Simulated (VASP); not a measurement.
C, 2 atoms in the cell. The typed cell holds 2 atoms: a = 3.641 Å, b = 3.647 Å, c = 3.644 Å, α = 39.92°, β = 39.39°, γ = 39.06°.  This cell differs from its parent crystal: atoms moved at random and the cell strained at random.

```yaml
Program: VASP 6.6.1
Task: single point
Functional: PBEsol
Potentials_or_basis: VASP PAW PBE potentials, release 64 (C)
Cutoff: 520 eV
k_mesh: 15 × 15 × 15
Occupations: gaussian, width 0.02 eV
Spin: no spin polarisation
Dipole_correction: no
Further_INCAR_settings: ALGO = Normal; EDIFF = 1e-06; NBANDS = 11
```

Potentials or basis: VASP PAW PBE potentials, release 64 (C).

Command:

```sh
$ cat potpaw_PBE.64/C/POTCAR > POTCAR
$ mpirun -np 1 vasp_std > vasp.out
```

Hardware: 1 thread of Intel Xeon 8259CL (shared host).

How long does it take, and how much memory?

Run time: 15 min on 1 thread of Intel Xeon 8259CL, on a shared host, peak memory 0.37 GiB. Counts: scf iterations 12, k points 1688.
